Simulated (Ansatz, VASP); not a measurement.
## SiNi: VASP beside Ansatz

```
CELL_PARAMETERS angstrom
5.10397 0.00000 0.00000
0.00000 3.34760 0.00000
0.00000 0.00000 5.53324
ATOMIC_POSITIONS crystal
Si 0.32122 0.75000 0.08577
Si 0.17878 0.25000 0.58577
Si 0.82122 0.75000 0.41423
Si 0.67878 0.25000 0.91423
Ni 0.00921 0.25000 0.18744
Ni 0.49079 0.75000 0.68744
Ni 0.50921 0.25000 0.31256
Ni 0.99079 0.75000 0.81256
```

Alike in both runs: task electric field gradients; functional PBEsol; k mesh 8 × 10 × 6; occupations fermi-dirac, width 0.15 eV; no spin polarisation.

|  | VASP | Ansatz |
| --- | --- | --- |
| version | VASP 6.6.1 | Ansatz 0.2.0 |
| potentials or method | VASP PAW PBE potentials, release 64 (Si, Ni), cutoff 520 eV | scalar-relativistic, plane waves, PAW |
| valence electrons in the cell | 56 | 88 |

|  | VASP | Ansatz | Ansatz less VASP |
| --- | --- | --- | --- |
| gap on the k mesh at the Fermi level (eV) | none | none | - |
| pressure (GPa) | 0.2 | 0.0 | -0.20 |
| traceless stress, the component that is largest in VASP (GPa) | -0.09 | 0.00 | +0.092 |
| rms of the force components (eV/Å) | 0.006 | 0.000 | -0.0054 |
| size of Vzz on the site where it differs most (V/Å²) | 7.7 | 7.2 | -0.49 |

VASP's potentials were made for PBE, not for PBEsol. Atom by atom the forces differ by 0.006 eV/Å (rms over components). A gap of «none» marks a metal or a gap that the smearing closes. VASP's potentials hold 56 valence electrons a cell and Ansatz's 88, so a difference there can come from the potentials and not from the codes.
